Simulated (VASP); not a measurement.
# CdS (Hawleyite) (F-43m) in VASP: further runs

Aim: see how the results for CdS (Hawleyite) move with the level of theory and the settings. Levels: LDA, r2SCAN. Tasks: relaxation of cell and atoms, relaxation of the atoms.

Everything below comes from runs of VASP 6.6.1. Logs are shortened: lines on timing, memory, paths and dates and some standing lists are left out, and cuts for length are marked.

## (1) The cell of the first run

It takes space group F-43m (No. 216, cubic). Conventional cell: a = 5.833 Å, b = 5.833 Å, c = 5.833 Å, α = 90.00°, β = 90.00°, γ = 90.00°. Cd (site symmetry -43m) has 4 S at 2.53 Å within 3.3 Å. S (site symmetry -43m) has 4 Cd at 2.53 Å within 3.3 Å.

## (2) Relaxation of cell and atoms, LDA

File INCAR:

```
PREC = Accurate ; ENCUT = 600
EDIFF = 1E-6 ; ISMEAR = -1
SIGMA = 0.02 ; LREAL = F
LASPH = T ; NELM = 100
ALGO = Normal ; ISIF = 3
LWAVE = F ; LCHARG = F
GGA = CA ; IBRION = 2
NSW = 80 ; EDIFFG = -0.01
```

File KPOINTS:

```
Automatic mesh
0
Gamma
  8 8 8
```

File POSCAR:

```
CdS
1.0
    0.0000000000      2.9165000000      2.9165000000
    2.9165000000      0.0000000000      2.9165000000
    2.9165000000      2.9165000000      0.0000000000
Cd S
1 1
Direct
    0.0000000000      0.0000000000      0.0000000000
    0.2500000000      0.2500000000      0.2500000000
```

Potentials or basis: VASP PAW LDA potentials, release 64 (Cd, S).

Launch:

```sh
> cat potpaw_LDA.64/Cd/POTCAR potpaw_LDA.64/S/POTCAR > POTCAR
> mpirun -np 1 vasp_std > vasp.out
```

OUTCAR:

```text
PREC = Accurate
   ENCUT = 600
   EDIFF = 1E-6
   ISMEAR = -1
   LREAL = F
   LASPH = T
   NELM = 100
   ISIF = 3
   GGA = CA
   IBRION = 2
   NSW = 80
   EDIFFG = -0.01

 ion  position               nearest neighbor table
   1  0.000  0.000  0.000-   2 2.53   2 2.53   2 2.53   2 2.53
   2  0.250  0.250  0.250-   1 2.53   1 2.53   1 2.53   1 2.53

  LATTYP: Found a face centered cubic cell.
 ALAT       =     5.8330000000

  Lattice vectors:

 A1 = (   0.0000000000,   2.9165000000,   2.9165000000)
 A2 = (   2.9165000000,   0.0000000000,   2.9165000000)
 A3 = (   2.9165000000,   2.9165000000,   0.0000000000)

Analysis of symmetry for initial positions (statically):
=====================================================================
 Subroutine PRICEL returns:
 Original cell was already a primitive cell.

 Routine SETGRP: Setting up the symmetry group for a
 face centered cubic supercell.

 Subroutine GETGRP returns: Found 24 space group operations
 (whereof 24 operations were pure point group operations)
 out of a pool of 48 trial point group operations.

The static configuration has the point symmetry T_d .

Analysis of symmetry for dynamics (positions and initial velocities):
=====================================================================
 Subroutine PRICEL returns:
 Original cell was already a primitive cell.

 Routine SETGRP: Setting up the symmetry group for a
 face centered cubic supercell.

 Subroutine GETGRP returns: Found 24 space group operations
 (whereof 24 operations were pure point group operations)
 out of a pool of 48 trial point group operations.

The dynamic configuration has the point symmetry T_d .

 Subroutine INISYM returns: Found 24 space group operations
 (whereof 24 operations are pure point group operations),
 and found     1 'primitive' translations

----------------------------------------------------------------------------------------

                                     Primitive cell

  volume of cell :      49.6153

  direct lattice vectors                    reciprocal lattice vectors
     0.000000000  2.916500000  2.916500000    -0.171438368  0.171438368  0.171438368
     2.916500000  0.000000000  2.916500000     0.171438368 -0.171438368  0.171438368
     2.916500000  2.916500000  0.000000000     0.171438368  0.171438368 -0.171438368

  length of vectors
     4.124553855  4.124553855  4.124553855     0.296939964  0.296939964  0.296939964

  position of ions in fractional coordinates (direct lattice)
     0.000000000  0.000000000  0.000000000
     0.250000000  0.250000000  0.250000000

  ion indices of the primitive-cell ions
   primitive index   ion index
                 1           1
                 2           2

----------------------------------------------------------------------------------------

 KPOINTS: Automatic mesh

Automatic generation of k-mesh.
 Grid dimensions read from file:
 generate k-points for:    8    8    8

 Generating k-lattice:

  Cartesian coordinates                     Fractional coordinates (reciprocal lattice)
    -0.021429796  0.021429796  0.021429796     0.125000000  0.000000000  0.000000000
     0.021429796 -0.021429796  0.021429796     0.000000000  0.125000000  0.000000000
     0.021429796  0.021429796 -0.021429796     0.000000000  0.000000000  0.125000000

  Length of vectors
     0.037117495  0.037117495  0.037117495

  Shift w.r.t. Gamma in fractional coordinates (k-lattice)
     0.000000000  0.000000000  0.000000000

 Subroutine IBZKPT returns following result:
 ===========================================

 Found     29 irreducible k-points:

 Following reciprocal coordinates:
            Coordinates               Weight
  0.000000  0.000000  0.000000      1.000000
  0.125000  0.000000  0.000000      8.000000
  0.250000  0.000000  0.000000      8.000000
  0.375000  0.000000  0.000000      8.000000
  0.500000  0.000000  0.000000      4.000000
  0.125000  0.125000  0.000000      6.000000
[... 16 lines left out ...]
  0.500000  0.250000  0.125000     48.000000
 -0.375000  0.250000  0.125000     24.000000
 [... further k-points ...]
   k-points           NKPTS =     29   k-points in BZ     NKDIM =     29   number of bands    NBANDS=     13
   number of dos      NEDOS =    301   number of ions     NIONS =      2
   total plane-waves  NPLWV =  46656
   dimension x,y,z NGX =    36 NGY =   36 NGZ =   36
   dimension x,y,z NGXF=    72 NGYF=   72 NGZF=   72
   ions per type =               1   1
   NGX,Y,Z   is equivalent  to a cutoff of  14.51, 14.51, 14.51 a.u.
   NGXF,Y,Z  is equivalent  to a cutoff of  29.02, 29.02, 29.02 a.u.
 SYSTEM =  unknown system
   PREC   = accura    normal or accurate (medium, high low for compatibility)
   ISTART =      0    job   : 0-new  1-cont  2-samecut
   ICHARG =      2    charge: 1-file 2-atom 10-const
   ISPIN  =      1    spin polarized calculation?
   LNONCOLLINEAR =      F non collinear calculations
   LSORBIT =      F    spin-orbit coupling
   LASPH  =      T    aspherical Exc in radial PAW
   ENCUT  =  600.0 eV  44.10 Ry    6.64 a.u.   8.24  8.24  8.24*2*pi/ulx,y,z
   NELM   =    100;   NELMIN=  2; NELMDL= -5     # of ELM steps
   EDIFF  = 0.1E-05   stopping-criterion for ELM
   LREAL  =      F    real-space projection
   EDIFFG = -.1E-01   stopping-criterion for IOM
   NSW    =     80    number of steps for IOM
   IBRION =      2    ionic relax: 0-MD 1-quasi-New 2-CG
   NFREE  =      1    steps in history (QN), initial steepest desc. (CG)
   ISIF   =      3    stress and relaxation
   ISYM   =      2    0-nonsym 1-usesym 2-fastsym
   POTIM  = 0.5000    time-step for ionic-motion
   TEBEG  =    0.0;   TEEND  =   0.0 temperature during run
   PSTRESS=    0.0 pullay stress
   NELECT =      18.0000    total number of electrons
   NUPDOWN=      -1.0000    fix difference up-down
   EMIN   =  10.00;   EMAX   =-10.00  energy-range for DOS
   EFERMI =   0.00;   METHOD = LEGACY
   ISMEAR =    -1;   SIGMA  =   0.02  broadening in eV -4-tet -1-fermi 0-gaus
   EFERMI_NEDOS =   21; number of points for ismear=-14 and -15
   IALGO  =     38    algorithm
   IMIX   =      4    mixing-type and parameters
     AMIX     =   0.40;   BMIX     =  1.00
     AMIX_MAG =   1.60;   BMIX_MAG =  1.00
  volume/ion in A,a.u.               =      24.81       167.41
  Fermi-wavevector in a.u.,A,eV,Ry     =   1.167599  2.206442 18.548649  1.363287
  Thomas-Fermi vector in A             =   2.304097
   LORBIT       =      0    0 simple, 1 ext, 2 COOP (PROOUT), +10 PAW based schemes
   GGA     = CA    functional components
   LHFCALC =     F    Hartree Fock is set to
   AEXX    =    0.0000 exact exchange contribution
   IVDW    =     0    specifies the selected vdW correction
   LEPSILON=     F    determine dielectric tensor
   LRPA    =     F    only Hartree local field effects (RPA)
 conjugate gradient relaxation of ions
 non-spin polarized calculation
  energy-cutoff  :      600.00
  volume of cell :       49.62
 maximum number of plane-waves:      1676
 NGX is ok and might be reduce to    36
   NGX = 17   NGY = 17   NGZ = 17

--------------------------------------- Ionic step        1  -------------------------------------------

 number of electron      17.9999999 magnetization

 Free energy of the ion-electron system (eV)
  ---------------------------------------------------
  ext. energy  EPLUGINS =         0.00000000
  ---------------------------------------------------
  free energy    TOTEN  =        -7.39767013 eV

  energy without entropy =       -7.39767013  energy(sigma->0) =       -7.39767013

------------------------ aborting loop because EDIFF is reached ----------------------------------------

  FORCE on cell =-STRESS in cart. coord.  units (eV):
  Direction    XX          YY          ZZ          XY          YZ          ZX
  --------------------------------------------------------------------------------------
  -------------------------------------------------------------------------------------
  Total       -0.6240377     -0.6240377     -0.6240377     -0.0000000      0.0000000      0.0000000
  in kB      -20.1514104    -20.1514104    -20.1514104     -0.0000000      0.0000000      0.0000000
  external PRESSURE =     -20.1514104 kB  Pullay stress =       0.0000000 kB
[... 57 lines left out ...]
  energy  without entropy=       -7.4060027410  energy(sigma->0) =       -7.40600274

--------------------------------------- Ionic step        3  -------------------------------------------

 number of electron      18.0000001 magnetization

 Free energy of the ion-electron system (eV)
  ---------------------------------------------------
  ext. energy  EPLUGINS =         0.00000000
  ---------------------------------------------------
  free energy    TOTEN  =        -7.40786557 eV

  energy without entropy =       -7.40786557  energy(sigma->0) =       -7.40786557

 E-fermi :   1.7867     XC(G=0):  -9.7328

 val. band max:        1.4148836972   @ k =   0.0000   0.0000   0.0000
 cond. band min:       2.3764394246   @ k =   0.0000   0.0000   0.0000
 fundamental gap:      0.9615557273
 Fermi energy:         1.7866976798

 k-point     1 :       0.0000    0.0000    0.0000
  band No.  band energies     occupation
      1     -11.1465      2.00000
      2      -6.4915      2.00000
      3      -6.4915      2.00000
      4      -6.4915      2.00000
      5      -5.9617      2.00000
      6      -5.9617      2.00000
      7       1.4149      2.00000
      8       1.4149      2.00000
      9       1.4149      2.00000
     10       2.3764      0.00000
     11       7.7668      0.00000
     12       7.7668      0.00000
     13       7.7668      0.00000
[... 353 lines left out ...]
 k-point    24 :      -0.3750    0.2500    0.1250
  band No.  band energies     occupation
      1     -10.5998      2.00000
      2      -6.3154      2.00000
      3      -6.2703      2.00000
      4      -5.9950      2.00000
      5      -5.9330      2.00000
      6      -5.4187      2.00000
      7      -2.9895      2.00000
      8      -0.6854      2.00000
      9       0.0859      2.00000
     10       5.7009      0.00000
     11       7.0133      0.00000
     12       8.5142      0.00000
     13       9.6602      0.00000

 [... further k-points ...]
[... 5 lines left out ...]
  --------------------------------------------------------------------------------------
  -------------------------------------------------------------------------------------
  Total       -0.0051116     -0.0051116     -0.0051116      0.0000000      0.0000000     -0.0000000
  in kB       -0.1704598     -0.1704598     -0.1704598      0.0000000      0.0000000     -0.0000000
  external PRESSURE =      -0.1704598 kB  Pullay stress =       0.0000000 kB
[... 17 lines left out ...]
  FREE ENERGIE OF THE ION-ELECTRON SYSTEM (eV)
  ---------------------------------------------------
  free  energy   TOTEN  =        -7.4078655726 eV

  energy  without entropy=       -7.4078655726  energy(sigma->0) =       -7.40786557

 reached required accuracy - stopping structural energy minimisation
```

Run time: 17 s. Hardware: 1 thread of Intel Xeon 6975P-C (Granite Rapids), shared host; peak memory 0.19 GiB.

Results:

* Free energy: -7.4079 eV
* Relaxed volume: 24.02 Å³/atom
* Relaxed cell: a = 4.081 Å, b = 4.081 Å, c = 4.081 Å, α = 60.00°, β = 60.00°, γ = 60.00°
* Space group after relaxing (to 0.05 Å): F-43m (No. 216)
* Energy gained by relaxing: 5.1 meV/atom
* Ionic steps: 3
* Pressure after relaxing: 0.0 GPa
* Band gap on the k mesh: 0.96 eV, direct

The path:
| step | energy change (eV) | largest force (eV/Å) | pressure (GPa) | volume (Å³) |
| --- | --- | --- | --- | --- |
| 1 | 0.0000 | 0.0000 | -2.02 | 49.62 |
| 2 | -0.0083 | 0.0000 | 0.91 | 47.41 |
| 3 | -0.0102 | 0.0000 | -0.02 | 48.04 |

Final structure:
```yaml
crystal:
  lattice:
    - [0.00000, 2.88539, 2.88539]
    - [2.88539, 0.00000, 2.88539]
    - [2.88539, 2.88539, 0.00000]
  atoms:
    - { symbol: Cd, position: [0.00000, 0.00000, 0.00000] }
    - { symbol: S, position: [0.25000, 0.25000, 0.25000] }
```

As with any semilocal functional, this LDA gap is likely too small. Zero-point motion and thermal expansion aren't in these numbers.

## (3) Relaxation of cell and atoms, r2SCAN

POSCAR is that of step 2.

File INCAR.step1:

```
ALGO     = Normal         # electronic algorithm
EDIFF    = 1E-4           # SCF threshold, eV
ENCUT    = 600            # plane-wave cutoff, eV
GGA      = PE             # functional
ISMEAR   = -1             # smearing method
LASPH    = T              # aspherical terms in the spheres
LCHARG   = F              # write CHGCAR
LREAL    = F              # projectors in reciprocal space
LWAVE    = T              # write WAVECAR
NELM     = 100            # most SCF steps
PREC     = Accurate       # precision mode
SIGMA    = 0.02           # smearing width, eV
```

File INCAR.step2:

```
ALGO     = Normal         # electronic algorithm
EDIFF    = 1E-7           # SCF threshold, eV
EDIFFG   = -0.01          # ionic threshold
ENCUT    = 600            # plane-wave cutoff, eV
IBRION   = 2              # ionic algorithm
ISIF     = 3              # what is computed and relaxed
ISMEAR   = -1             # smearing method
ISTART   = 1            
LASPH    = T              # aspherical terms in the spheres
LCHARG   = F              # write CHGCAR
LMIXTAU  = T            
LREAL    = F              # projectors in reciprocal space
LWAVE    = F              # write WAVECAR
METAGGA  = R2SCAN         # meta-GGA
NELM     = 100            # most SCF steps
NSW      = 80             # ionic steps
PREC     = Accurate       # precision mode
SIGMA    = 0.02           # smearing width, eV
```

File KPOINTS:

```
k-points
0
Gamma
  8 8 8
```

Potentials or basis: VASP PAW PBE potentials, release 64 (Cd, S).

Launch:

```sh
> cat potpaw_PBE.64/Cd/POTCAR potpaw_PBE.64/S/POTCAR > POTCAR
> cp INCAR.step1 INCAR
> mpirun -np 1 vasp_std > vasp.out
> cp INCAR.step2 INCAR
> mpirun -np 1 vasp_std > vasp.out
```

It took 1.9 min on 1 thread of Intel Xeon 6975P-C (Granite Rapids), shared host; peak memory 0.24 GiB.

Results (log left out):

```
Free energy                            : -29.6858 eV
Relaxed volume                         : 25.49 Å³/atom
Relaxed cell                           : a = 4.162 Å, b = 4.162 Å, c = 4.162 Å, α = 60.00°, β = 60.00°, γ = 60.00°
Space group after relaxing (to 0.05 Å) : F-43m (No. 216)
Energy gained by relaxing              : 3.7 meV/atom
Ionic steps                            : 3
Pressure after relaxing                : 0.0 GPa
Band gap on the k mesh                 : 1.53 eV, direct
```

Step by step:
| step | energy change (eV) | largest force (eV/Å) | pressure (GPa) | volume (Å³) |
| --- | --- | --- | --- | --- |
| 1 | 0.0000 | 0.0000 | 1.76 | 49.62 |
| 2 | -0.0060 | 0.0000 | -0.70 | 51.60 |
| 3 | -0.0073 | 0.0000 | 0.00 | 50.99 |

Final structure:
```cif
data_structure
_symmetry_space_group_name_H-M 'P 1'
_symmetry_Int_Tables_number 1
_cell_length_a 4.1622
_cell_length_b 4.1622
_cell_length_c 4.1622
_cell_angle_alpha 60.000
_cell_angle_beta 60.000
_cell_angle_gamma 60.000
_cell_volume 50.99
loop_
_atom_site_label
_atom_site_type_symbol
_atom_site_fract_x
_atom_site_fract_y
_atom_site_fract_z
_atom_site_occupancy
Cd1 Cd 0.00000 0.00000 0.00000 1
S1 S 0.25000 0.25000 0.25000 1
```

Levels at points of the mesh, in eV from the valence-band top:
```csv
k point,band 7,band 8,band 9,band 10,band 11,band 12
"(0.00, 0.00, 0.00)",0.00,0.00,0.00,1.53,7.08,7.08
"(0.50, 0.00, 0.00)",-4.30,-0.73,-0.73,3.43,7.48,7.48
"(0.50, 0.50, 0.00)",-3.86,-1.83,-1.83,3.88,4.72,9.67
```

Caveat: the PAW data sets were made with another functional, which shifts forces and pressure a little. r2SCAN opens gaps a little over a GGA but as a rule still falls short of measured ones.

## (4) Relaxation of the atoms, r2SCAN

This run uses another cell than the first one, of 23.89 Å³/atom, 0.963 times its volume.

File POSCAR:

```
CdS
1.0
    0.0000000000      2.8798897400      2.8798897400
    2.8798897400      0.0000000000      2.8798897400
    2.8798897400      2.8798897400      0.0000000000
Cd S
1 1
Direct
    0.0000000000      0.0000000000      0.0000000000
    0.2500000000      0.2500000000      0.2500000000
```

File INCAR.step1:

```
ALGO = Normal ; EDIFF = 1E-4
ENCUT = 520 ; GGA = PE
ISMEAR = -1 ; LASPH = True
LCHARG = False ; LREAL = False
LWAVE = True ; NELM = 100
PREC = Accurate ; SIGMA = 0.02
```

File INCAR.step2:

```
ALGO = Normal ; EDIFF = 1E-6
EDIFFG = -0.01 ; ENCUT = 520
IBRION = 2 ; ISIF = 2
ISMEAR = -1 ; ISTART = 1
LASPH = True ; LCHARG = False
LMIXTAU = True ; LREAL = False
LWAVE = False ; METAGGA = R2SCAN
NELM = 100 ; NSW = 50
PREC = Accurate ; SIGMA = 0.02
```

KPOINTS is that of step 3.

Launch:

```sh
> cat potpaw_PBE.64/Cd/POTCAR potpaw_PBE.64/S/POTCAR > POTCAR
> cp INCAR.step1 INCAR
> mpirun -np 1 vasp_std > vasp.out
> cp INCAR.step2 INCAR
> mpirun -np 1 vasp_std > vasp.out
```

It took 33 s on 1 thread of Intel Xeon 6975P-C (Granite Rapids), shared host; peak memory 0.17 GiB.

It converged, with:

* Free energy: -29.6415 eV
* Pressure after relaxing: 4.6 GPa
* Band gap on the k mesh: 1.68 eV, direct

Final structure:
```
Cd S
1.0
     0.00000    2.87989    2.87989
     2.87989    0.00000    2.87989
     2.87989    2.87989    0.00000
Cd S
1 1
Direct
  0.00000 0.00000 0.00000
  0.25000 0.25000 0.25000
```

Levels at points of the mesh, in eV from the valence-band top:
```
           k point  band 6  band 7  band 8  band 9  band 10  band 11  band 12  band 13
(0.00, 0.00, 0.00)   -7.55    0.00    0.00    0.00     1.68     7.06     7.06     7.06
(0.50, 0.00, 0.00)   -7.12   -4.72   -0.83   -0.83     3.53     7.47     7.47     8.02
(0.50, 0.50, 0.00)   -7.05   -4.16   -2.07   -2.07     3.78     4.79     9.99    11.79
```

Caveat: the relaxation stopped at its first step, so nothing moved; the PAW data sets were made with another functional, which shifts forces and pressure a little.

(Continued in part 2 of 2.)
